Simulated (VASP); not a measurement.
# Re (P6_3/mmc) in VASP: relaxation of shape and atoms at fixed volume with PBEsol

Aim: the relaxation of shape and atoms at fixed volume of Re with PBEsol.

Program: VASP 6.6.1. These are calculated values, not measurements. Logs are shortened: lines on timing, memory, paths and dates and some standing lists are left out, and cuts for length are marked.

**1. The cell of the first run**

The structure is hexagonal, space group P6_3/mmc (No. 194). The conventional cell has a = 2.831 Å, b = 2.831 Å, c = 4.571 Å, α = 90.00°, β = 90.00°, γ = 120.00°. Re (site symmetry -6m2) has 12 Re at 2.81 to 2.83 Å within 3.7 Å.

**2. Relaxation of shape and atoms at fixed volume, PBEsol (15.86 Å³/atom)**

File INCAR:

```
  ALGO = Normal
  EDIFF = 1E-6
  EDIFFG = -0.01
  ENCUT = 600
  GGA = PS
  IBRION = 2
  ISIF = 4
  ISMEAR = 0
  LASPH = True
  LCHARG = False
  LREAL = False
  LWAVE = False
  NELM = 100
  NSW = 50
  PREC = Accurate
  SIGMA = 0.1
```

File KPOINTS:

```
k-points
0
Gamma
  18 18 10
```

File POSCAR:

```
Re
1.0
    2.8309148579      0.0000000000      0.0000000000
   -1.4154574290      2.4516441829      0.0000000000
    0.0000000000      0.0000000000      4.5714071606
Re
2
Direct
    0.3333333333      0.6666666667      0.2500000000
    0.6666666667      0.3333333333      0.7500000000
```

Potentials or basis: VASP PAW PBE potentials, release 64 (Re).

Launch:

```sh
$ cat potpaw_PBE.64/Re/POTCAR > POTCAR
$ mpirun -np 1 vasp_std > vasp.out
```

OUTCAR:

```text
EDIFF = 1E-6
   EDIFFG = -0.01
   ENCUT = 600
   GGA = PS
   IBRION = 2
   ISIF = 4
   ISMEAR = 0
   LASPH = True
   LREAL = False
   NELM = 100
   NSW = 50
   PREC = Accurate

 ion  position               nearest neighbor table
   1  0.333  0.667  0.250-   2 2.81   2 2.81   2 2.81   2 2.81   2 2.81   2 2.81
   2  0.667  0.333  0.750-   1 2.81   1 2.81   1 2.81   1 2.81   1 2.81   1 2.81

  LATTYP: Found a hexagonal cell.
 ALAT       =     2.8309148579
 C/A-ratio  =     1.6148161955

  Lattice vectors:

 A1 = (   2.8309148579,   0.0000000000,   0.0000000000)
 A2 = (  -1.4154574290,   2.4516441829,   0.0000000000)
 A3 = (   0.0000000000,   0.0000000000,   4.5714071606)

Analysis of symmetry for initial positions (statically):
=====================================================================
 Subroutine PRICEL returns:
 Original cell was already a primitive cell.

 Routine SETGRP: Setting up the symmetry group for a
 hexagonal supercell.

 Subroutine GETGRP returns: Found 24 space group operations
 (whereof 12 operations were pure point group operations)
 out of a pool of 24 trial point group operations.

The static configuration has the point symmetry D_3d.
 The point group associated with its full space group is D_6h.

Analysis of symmetry for dynamics (positions and initial velocities):
=====================================================================
 Subroutine PRICEL returns:
 Original cell was already a primitive cell.

 Routine SETGRP: Setting up the symmetry group for a
 hexagonal supercell.

 Subroutine GETGRP returns: Found 24 space group operations
 (whereof 12 operations were pure point group operations)
 out of a pool of 24 trial point group operations.

The dynamic configuration has the point symmetry D_3d.
 The point group associated with its full space group is D_6h.

 Subroutine INISYM returns: Found 24 space group operations
 (whereof 12 operations are pure point group operations),
 and found     1 'primitive' translations

----------------------------------------------------------------------------------------

                                     Primitive cell

  volume of cell :      31.7274

  direct lattice vectors                    reciprocal lattice vectors
     2.830914858  0.000000000  0.000000000     0.353242697  0.203944766  0.000000000
    -1.415457429  2.451644183  0.000000000     0.000000000  0.407889533  0.000000000
     0.000000000  0.000000000  4.571407161     0.000000000  0.000000000  0.218751025

  length of vectors
     2.830914858  2.830914858  4.571407161     0.407889533  0.407889533  0.218751025

  position of ions in fractional coordinates (direct lattice)
     0.333333333  0.666666667  0.250000000
     0.666666667  0.333333333  0.750000000

  ion indices of the primitive-cell ions
   primitive index   ion index
                 1           1
                 2           2

----------------------------------------------------------------------------------------

 KPOINTS: k-points

Automatic generation of k-mesh.
 Grid dimensions read from file:
 generate k-points for:   18   18   10

 Generating k-lattice:

  Cartesian coordinates                     Fractional coordinates (reciprocal lattice)
     0.019624594  0.011330265  0.000000000     0.055555556  0.000000000  0.000000000
     0.000000000  0.022660530  0.000000000     0.000000000  0.055555556  0.000000000
     0.000000000  0.000000000  0.021875102     0.000000000  0.000000000  0.100000000

  Length of vectors
     0.022660530  0.022660530  0.021875102

  Shift w.r.t. Gamma in fractional coordinates (k-lattice)
     0.000000000  0.000000000  0.000000000

 Subroutine IBZKPT returns following result:
 ===========================================

 Found    222 irreducible k-points:

 Following reciprocal coordinates:
            Coordinates               Weight
  0.000000  0.000000  0.000000      1.000000
  0.055556  0.000000  0.000000      6.000000
  0.111111  0.000000  0.000000      6.000000
  0.166667  0.000000  0.000000      6.000000
  0.222222  0.000000  0.000000      6.000000
  0.277778  0.000000  0.000000      6.000000
[... 16 lines left out ...]
  0.333333  0.111111  0.000000     12.000000
  0.388889  0.111111  0.000000     12.000000
 [... further k-points ...]
   k-points           NKPTS =    222   k-points in BZ     NKDIM =    222   number of bands    NBANDS=     11
   number of dos      NEDOS =    301   number of ions     NIONS =      2
   total plane-waves  NPLWV =  23040
   dimension x,y,z NGX =    24 NGY =   24 NGZ =   40
   dimension x,y,z NGXF=    48 NGYF=   48 NGZF=   80
   ions per type =               2
   NGX,Y,Z   is equivalent  to a cutoff of  14.09, 14.09, 14.55 a.u.
   NGXF,Y,Z  is equivalent  to a cutoff of  28.19, 28.19, 29.09 a.u.
 SYSTEM =  unknown system
   PREC   = accura    normal or accurate (medium, high low for compatibility)
   ISTART =      0    job   : 0-new  1-cont  2-samecut
   ICHARG =      2    charge: 1-file 2-atom 10-const
   ISPIN  =      1    spin polarized calculation?
   LNONCOLLINEAR =      F non collinear calculations
   LSORBIT =      F    spin-orbit coupling
   LASPH  =      T    aspherical Exc in radial PAW
   ENCUT  =  600.0 eV  44.10 Ry    6.64 a.u.   5.65  5.65  9.13*2*pi/ulx,y,z
   NELM   =    100;   NELMIN=  2; NELMDL= -5     # of ELM steps
   EDIFF  = 0.1E-05   stopping-criterion for ELM
   LREAL  =      F    real-space projection
   EDIFFG = -.1E-01   stopping-criterion for IOM
   NSW    =     50    number of steps for IOM
   IBRION =      2    ionic relax: 0-MD 1-quasi-New 2-CG
   NFREE  =      1    steps in history (QN), initial steepest desc. (CG)
   ISIF   =      4    stress and relaxation
   ISYM   =      2    0-nonsym 1-usesym 2-fastsym
   POTIM  = 0.5000    time-step for ionic-motion
   TEBEG  =    0.0;   TEEND  =   0.0 temperature during run
   PSTRESS=    0.0 pullay stress
   NELECT =      14.0000    total number of electrons
   NUPDOWN=      -1.0000    fix difference up-down
   EMIN   =  10.00;   EMAX   =-10.00  energy-range for DOS
   EFERMI =   0.00;   METHOD = LEGACY
   ISMEAR =     0;   SIGMA  =   0.10  broadening in eV -4-tet -1-fermi 0-gaus
   EFERMI_NEDOS =   21; number of points for ismear=-14 and -15
   IALGO  =     38    algorithm
   IMIX   =      4    mixing-type and parameters
     AMIX     =   0.40;   BMIX     =  1.00
     AMIX_MAG =   1.60;   BMIX_MAG =  1.00
  volume/ion in A,a.u.               =      15.86       107.05
  Fermi-wavevector in a.u.,A,eV,Ry     =   1.246348  2.355257 21.135077  1.553384
  Thomas-Fermi vector in A             =   2.380530
   LORBIT       =      0    0 simple, 1 ext, 2 COOP (PROOUT), +10 PAW based schemes
   GGA     = PS    functional components
   LHFCALC =     F    Hartree Fock is set to
   AEXX    =    0.0000 exact exchange contribution
   IVDW    =     0    specifies the selected vdW correction
   LEPSILON=     F    determine dielectric tensor
   LRPA    =     F    only Hartree local field effects (RPA)
 conjugate gradient relaxation of ions
 non-spin polarized calculation
 Gauss-broadening in eV      SIGMA  =   0.10
  energy-cutoff  :      600.00
  volume of cell :       31.73
 maximum number of plane-waves:      1093
 NGX is ok and might be reduce to    24
   NGX = 11   NGY = 11   NGZ = 19

--------------------------------------- Ionic step        1  -------------------------------------------

 number of electron      14.0000001 magnetization

 Free energy of the ion-electron system (eV)
  ---------------------------------------------------
  ext. energy  EPLUGINS =         0.00000000
  ---------------------------------------------------
  free energy    TOTEN  =       -26.49287999 eV

  energy without entropy =      -26.48390908  energy(sigma->0) =      -26.48839453

------------------------ aborting loop because EDIFF is reached ----------------------------------------

  FORCE on cell =-STRESS in cart. coord.  units (eV):
  Direction    XX          YY          ZZ          XY          YZ          ZX
  --------------------------------------------------------------------------------------
  -------------------------------------------------------------------------------------
  Total       -5.5860939     -5.5860939     -5.6418044      0.0000000     -0.0000000     -0.0000000
  in kB     -282.0880332   -282.0880332   -284.9013180      0.0000000     -0.0000000     -0.0000000
  external PRESSURE =    -283.0257948 kB  Pullay stress =       0.0000000 kB
[... 57 lines left out ...]
  energy  without entropy=      -26.4838521113  energy(sigma->0) =      -26.48836868

--------------------------------------- Ionic step        3  -------------------------------------------

 number of electron      14.0000001 magnetization

 Free energy of the ion-electron system (eV)
  ---------------------------------------------------
  ext. energy  EPLUGINS =         0.00000000
  ---------------------------------------------------
  free energy    TOTEN  =       -26.49289278 eV

  energy without entropy =      -26.48388673  energy(sigma->0) =      -26.48838975

 E-fermi :   6.8001     XC(G=0): -13.4116

 val. band max:        6.7998288701   @ k =   0.1111   0.1111   0.0000
 cond. band min:       6.8032959238   @ k =   0.3333   0.1111   0.4000
 fundamental gap:      0.0034670537
 Fermi energy:         6.8000936034

 k-point     1 :       0.0000    0.0000    0.0000
  band No.  band energies     occupation
      1      -2.5605      2.00000
      2       0.7134      2.00000
      3       5.4162      2.00000
      4       5.4162      2.00000
      5       5.4197      2.00000
      6       6.1602      2.00000
      7       6.1602      2.00000
      8       6.9879      0.00789
      9       6.9879      0.00789
     10       7.3114      0.00000
     11       9.8482      0.00000
[... 309 lines left out ...]
 k-point    24 :       0.3889    0.1111    0.0000
  band No.  band energies     occupation
      1       1.6293      2.00000
      2       1.8677      2.00000
      3       2.1995      2.00000
      4       4.6261      2.00000
      5       4.9518      2.00000
      6       5.5577      2.00000
      7       6.2407      2.00000
      8       9.6918      0.00000
      9      10.2178      0.00000
     10      10.4726      0.00000
     11      11.8468      0.00000

 [... further k-points ...]

------------------------ aborting loop because EDIFF is reached ----------------------------------------

  FORCE on cell =-STRESS in cart. coord.  units (eV):
  Direction    XX          YY          ZZ          XY          YZ          ZX
  --------------------------------------------------------------------------------------
  -------------------------------------------------------------------------------------
  Total       -5.6109088     -5.6109088     -5.5949739      0.0000000     -0.0000000      0.0000000
  in kB     -283.3411432   -283.3411432   -282.5364593      0.0000000     -0.0000000      0.0000000
  external PRESSURE =    -283.0729152 kB  Pullay stress =       0.0000000 kB
[... 17 lines left out ...]
  FREE ENERGIE OF THE ION-ELECTRON SYSTEM (eV)
  ---------------------------------------------------
  free  energy   TOTEN  =       -26.4928927763 eV

  energy  without entropy=      -26.4838867298  energy(sigma->0) =      -26.48838975

 reached required accuracy - stopping structural energy minimisation
```

It took 96 s on 1 thread of Intel Xeon Platinum 8259CL at 2.50GHz (Skylake/Cascade Lake), shared host; peak memory 0.23 GiB.

Results:

```
Free energy               : -26.4929 eV
Energy gained by relaxing : 0.0 meV/atom
Ionic steps               : 3
Pressure after relaxing   : -28.3 GPa
Band gap on the k mesh    : zero (bands 7 and 8 overlap by 2.79 eV)
```

Final structure:
```
Re
1.0
     2.83165    0.00000    0.00000
    -1.41582    2.45228    0.00000
     0.00000    0.00000    4.56904
Re
2
Direct
  0.33333 0.66667 0.25000
  0.66667 0.33333 0.75000
```

Levels at points of the mesh, in eV from the Fermi level:
```tsv
k point	band 3	band 4	band 5	band 6	band 7	band 8	band 9	band 10	band 11
(0.00, 0.00, 0.00)	-1.38	-1.38	-1.38	-0.64	-0.64	0.19	0.19	0.51	3.05
(0.50, 0.00, 0.00)	-4.71	-1.71	-1.69	-1.24	-0.54	3.55	3.91	4.02	5.44
(0.00, 0.00, 0.50)	-2.15	-2.15	-1.51	-1.51	-1.51	-1.51	2.30	2.30	2.30
(0.50, 0.00, 0.50)	-3.65	-3.65	0.39	0.39	0.81	0.81	3.82	3.84	4.32
```

Caveat: the PAW data sets were made with another functional, which shifts forces and pressure a little; spin-orbit coupling is left out, which moves the levels of the heavy elements.
